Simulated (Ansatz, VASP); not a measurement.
**Co in VASP and in Ansatz**

Contents of INCAR:

```
ALGO = Normal ; EDIFF = 1E-6
ENCUT = 600 ; GGA = PE
GGA_COMPAT = F ; ISIF = 2
ISMEAR = -1 ; ISPIN = 2
LASPH = T ; LCHARG = F
LMAXMIX = 4 ; LORBIT = 11
LREAL = F ; LWAVE = F
MAGMOM = 1.95 ; NBANDS = 14
NELM = 200 ; PREC = Accurate
SIGMA = 0.1
```

KPOINTS

```
k-points
0
Gamma
  8 8 8
```

File POSCAR:

```
Co
1.0
    0.0000000000      1.7829670000      1.7829670000
    1.7829670000      0.0000000000      1.7829670000
    1.7829670000      1.7829670000      0.0000000000
Co
1
Direct
    0.0000000000      0.0000000000      0.0000000000
```

Input for Ansatz:

```yaml
crystal:
  lattice:
    - [0, 1.782967, 1.782967]
    - [1.782967, 0, 1.782967]
    - [1.782967, 1.782967, 0]
  atoms:
    - { symbol: Co, position: [0, 0, 0] }
kpoints:
  mp_grid: { grid: [8, 8, 8], shift: [0, 0, 0] }
hamiltonian:
  xc: pbe
  pseudopotentials: { kind: nc }
scf:
  occupations: { method: fermi_dirac }
magnetization:
  spin_polarized: true
```

Alike in both runs: task single point; functional PBE; k mesh 8 × 8 × 8; collinear spin.

|  | VASP | Ansatz |
| --- | --- | --- |
| version | VASP 6.6.1 | Ansatz 0.2 development build |
| potentials or method | VASP PAW PBE potentials, release 64 (Co) | scalar-relativistic |
| plane-wave cutoff (eV) | 600 | 1306 |
| occupations | fermi-dirac, width 0.1 eV | fermi-dirac |

VASP gave:

| Quantity | Value |
| --- | --- |
| net moment per atom (μB) | 1.70 |
| size of the moment on the site where the two differ most (μB) | 1.72 |

Question: Which values does Ansatz return?

Answer: net moment per atom (μB): 1.70; size of the moment on the site where the two differ most (μB): 1.77.

Site moments also hang on the region over which each program counts them. Ansatz's warnings: negative dielectric reading.

The k mesh is coarse, so the values compare programs but aren't converged.
